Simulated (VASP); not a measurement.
A run of VASP 6.6.1 is set up as follows.

Contents of POSCAR:

```
MoS2
1.0
    1.5800000000      0.9122134253      6.1500000000
   -1.5800000000      0.9122134253      6.1500000000
    0.0000000000     -1.8244268506      6.1500000000
Mo S
1 2
Direct
    0.0000000000      0.0000000000      0.0000000000
    0.2500000000      0.2500000000      0.2500000000
    0.4170003333      0.4170003333      0.4170003333
```

The input INCAR.step1:

```
SYSTEM = MoS2
ALGO = Normal ; EDIFF = 1E-5
ENCUT = 550 ; GGA = PE
GGA_COMPAT = .False. ; ISMEAR = 0
LASPH = .True. ; LCHARG = .False.
LREAL = .False. ; LWAVE = .True.
NBANDS = 20 ; NELM = 120
PREC = Accurate ; SIGMA = 0.1
```

File INCAR.step2:

```
SYSTEM = MoS2
ALGO = Normal ; EDIFF = 1E-6
ENCUT = 550 ; GGA_COMPAT = .False.
ISIF = 2 ; ISMEAR = 0
ISTART = 1 ; LASPH = .True.
LCHARG = .True. ; LELF = .True.
LMIXTAU = .True. ; LREAL = .False.
LVHAR = .True. ; LWAVE = .False.
METAGGA = R2SCAN ; NBANDS = 20
NELM = 120 ; PREC = Accurate
SIGMA = 0.1
```

File KPOINTS:

```
k-points
0
Gamma
  7 7 7
  0 0 0
```

Potentials or basis: VASP PAW PBE potentials, release 64 (Mo_sv, S).

Run with:

```bash
$ cat potpaw_PBE.64/Mo_sv/POTCAR potpaw_PBE.64/S/POTCAR > POTCAR
$ cp INCAR.step1 INCAR
$ mpirun -np 1 vasp_std > vasp.out
$ cp INCAR.step2 INCAR
$ mpirun -np 1 vasp_std > vasp.out
```

(1) Estimate the largest force.

(2) Estimate the band gap on the k mesh.

## Answers

(1) 0.366 eV/Å.

(2) 1.19 eV (least direct gap 2.28 eV).

Caveat: the PAW data sets were made with another functional, which shifts forces and pressure a little.
